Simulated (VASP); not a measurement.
# B5W2 (R-3m) in VASP: a series of runs, part 2 of 2

VASP 6.6.1. The steps go on from the part before.

**5. Single point, PBE**

This run uses another cell than the first one, of 8.46 Å³/atom.

INCAR reads:

```
ALGO     = Normal         # electronic algorithm
EDIFF    = 1E-7           # SCF threshold, eV
ENCUT    = 520            # plane-wave cutoff, eV
GGA      = PE             # functional
ISIF     = 2              # what is computed and relaxed
ISMEAR   = 0              # smearing method
LASPH    = T              # aspherical terms in the spheres
LCHARG   = F              # write CHGCAR
LREAL    = F              # projectors in reciprocal space
LWAVE    = F              # write WAVECAR
NBANDS   = 30             # bands
NELM     = 80             # most SCF steps
PREC     = Accurate       # precision mode
SIGMA    = 0.1            # smearing width, eV
```

KPOINTS reads:

```
k-points
0
Gamma
  12 12 12
```

POSCAR reads:

```
B5W2
1.0
    1.5479264965      0.8936957794      7.1312565345
   -1.5479264965      0.8936957794      7.1312565345
    0.0000000000     -1.7873915589      7.1312565345
B W
5 2
Direct
    0.1852583716      0.1852583716      0.1852583716
    0.8147416284      0.8147416284      0.8147416284
    0.3310290452      0.3310290452      0.3310290452
    0.6689709548      0.6689709548      0.6689709548
    0.5000000000      0.5000000000      0.5000000000
    0.0766630921      0.0766630921      0.0766630921
    0.9233369079      0.9233369079      0.9233369079
```

Potentials or basis: VASP PAW PBE potentials, release 64 (B, W_sv).

Command:

```console
cat potpaw_PBE.64/B/POTCAR potpaw_PBE.64/W_sv/POTCAR > POTCAR
mpirun -np 1 vasp_std > vasp.out
```

OUTCAR:

```text
EDIFF = 1E-7
   ENCUT = 520
   GGA = PE
   ISIF = 2
   ISMEAR = 0
   LASPH = T
   LREAL = F
   NELM = 80
   PREC = Accurate

 ion  position               nearest neighbor table
   1  0.185  0.185  0.185-   5 1.83   5 1.83   5 1.83   2 1.96   2 1.96   2 1.96   6 2.32   7 2.35
                             7 2.35   7 2.35
   2  0.815  0.815  0.815-   5 1.83   5 1.83   5 1.83   1 1.96   1 1.96   1 1.96   7 2.32   6 2.35
                             6 2.35   6 2.35
   3  0.331  0.331  0.331-   4 1.79   4 1.79   4 1.79   7 2.39   7 2.39   7 2.39   6 2.46   6 2.46
                             6 2.46
[... 1010 lines left out ...]
  Total        0.1412085      0.1412085      0.2149903      0.0000000     -0.0000000      0.0000000
  in kB        3.8222069      3.8222069      5.8193185      0.0000000     -0.0000000      0.0000000
  external PRESSURE =       4.4879108 kB  Pullay stress =       0.0000000 kB

 VOLUME and BASIS-vectors are now :
 -----------------------------------------------------------------------------
  energy-cutoff  :      520.00
  volume of cell :       59.19
      direct lattice vectors                 reciprocal lattice vectors
     1.547926496  0.893695779  7.131256535     0.323012754  0.186491500  0.046742581
    -1.547926496  0.893695779  7.131256535    -0.323012754  0.186491500  0.046742581
     0.000000000 -1.787391559  7.131256535     0.000000000 -0.372983000  0.046742581

 POSITION                                       TOTAL-FORCE (eV/Angst)
 -----------------------------------------------------------------------------------
      0.00000     -0.00000      3.96337         0.000000     -0.000000      0.000827
      0.00000     -0.00000     17.43039         0.000000      0.000000     -0.000827
      0.00000     -0.00000      7.08196         0.000000     -0.000000      0.004218
      0.00000     -0.00000     14.31181         0.000000      0.000000     -0.004218
      0.00000     -0.00000     10.69688         0.000000     -0.000000     -0.000000
      0.00000     -0.00000      1.64011         0.000000      0.000000     -0.000826
      0.00000     -0.00000     19.75366         0.000000     -0.000000      0.000826
 -----------------------------------------------------------------------------------
    total drift:                                0.000000     -0.000000      0.000000

  FREE ENERGIE OF THE ION-ELECTRON SYSTEM (eV)
  ---------------------------------------------------
  free  energy   TOTEN  =       -57.6503728707 eV

  energy  without entropy=      -57.6370602641  energy(sigma->0) =      -57.64371657
```

OSZICAR:

```text
N       E                     dE             d eps       ncg     rms          rms(c)
DAV:   1     0.402065414965E+03    0.40207E+03   -0.23508E+04 11492   0.153E+03
DAV:   2    -0.414489074058E+02   -0.44351E+03   -0.42957E+03 11902   0.458E+02
DAV:   3    -0.648223844672E+02   -0.23373E+02   -0.22587E+02 14770   0.961E+01
DAV:   4    -0.652487402155E+02   -0.42636E+00   -0.42074E+00 14402   0.113E+01
DAV:   5    -0.652548644835E+02   -0.61243E-02   -0.61134E-02 14104   0.128E+00    0.409E+01
DAV:   6    -0.585185345536E+02    0.67363E+01   -0.56273E+01 13724   0.356E+01    0.104E+01
DAV:   7    -0.578497516618E+02    0.66878E+00   -0.73157E+00 14084   0.161E+01    0.900E+00
DAV:   8    -0.576510875766E+02    0.19866E+00   -0.99009E-01 14272   0.574E+00    0.334E+00
DAV:   9    -0.576506497676E+02    0.43781E-03   -0.60742E-02 13422   0.144E+00    0.293E-01
DAV:  10    -0.576503671308E+02    0.28264E-03   -0.18316E-03 14502   0.301E-01    0.103E-01
DAV:  11    -0.576503745937E+02   -0.74629E-05   -0.20297E-04 13818   0.901E-02    0.201E-02
DAV:  12    -0.576503735624E+02    0.10313E-05   -0.16243E-05 14290   0.280E-02    0.693E-03
DAV:  13    -0.576503728474E+02    0.71498E-06   -0.31029E-06 14002   0.103E-02    0.165E-03
DAV:  14    -0.576503728707E+02   -0.23238E-07   -0.12810E-07  8850   0.227E-03
   1 F= -.57650373E+02 E0= -.57643717E+02  d E =-.133126E-01
```

Run time: 16 min. Hardware: 1 thread of Intel Xeon Platinum 8488C (Sapphire Rapids), shared host; peak memory 0.59 GiB.

What came out:

```yaml
Free_energy: -57.6504 eV
Pressure: 0.4 GPa
Largest_force: 0.004 eV/Å
Band_gap_on_the_k_mesh: zero (an odd number of electrons rules out a gap without spin polarisation)
```

Forces on the atoms (eV/Å):
```
B    0.000  0.000  0.001
B    0.000  0.000 -0.001
B    0.000  0.000  0.004
B    0.000  0.000 -0.004
B    0.000  0.000  0.000
W    0.000  0.000 -0.001
W    0.000  0.000  0.001
```

Stress tensor (GPa, compression positive):
```
0.38 0.00 0.00
0.00 0.38 0.00
0.00 0.00 0.58
```

Levels at points of the mesh, in eV from the Fermi level:
```tsv
k point	band 18	band 19	band 20	band 21	band 22	band 23	band 24	band 25
(0.00, 0.00, 0.00)	-3.48	-3.48	-2.01	-2.01	-2.00	-0.64	-0.64	0.59
(0.50, 0.00, 0.00)	-4.93	-4.31	-1.39	0.32	0.76	1.17	1.74	2.03
(0.50, 0.50, 0.00)	-5.48	-4.49	-1.47	0.22	0.47	1.75	1.93	2.01
(0.50, 0.50, 0.50)	-3.15	-3.15	-2.53	-2.11	-2.11	-0.28	-0.28	0.26
```

Caveat: spin-orbit coupling is left out, which moves the levels of the heavy elements.

**6. The runs side by side**

```csv
task,cell,k mesh,cutoff (eV),gap on the mesh (eV),pressure (GPa),largest force (eV/Å)
single point,"a = 7.190 Å, angles 24.2°, 7 atoms, atomic positions A",6 × 6 × 6,520,none,29.3,0.41
single point,"a = 7.327 Å, angles 24.4°, 7 atoms, atomic positions B",6 × 6 × 6,520,none,0.6,0.01
relaxation of cell and atoms,"relaxed from a = 7.190 Å, angles 24.2°, 7 atoms, atomic positions A",6 × 6 × 6,600,none,-0.4,0.04
single point,"a = 7.352 Å, angles 24.3°, 7 atoms, atomic positions C",12 × 12 × 12,520,none,0.4,-
```

Alike in all rows: level PBE; potentials or basis VASP PAW PBE potentials, release 64 (B, W_sv); no spin polarisation; smearing gaussian 0.1 eV.

Caveats: some runs use coarse meshes; spin-orbit coupling is left out, which moves the levels of the heavy elements.

Absolute energies hang on the potentials; compare differences alone.
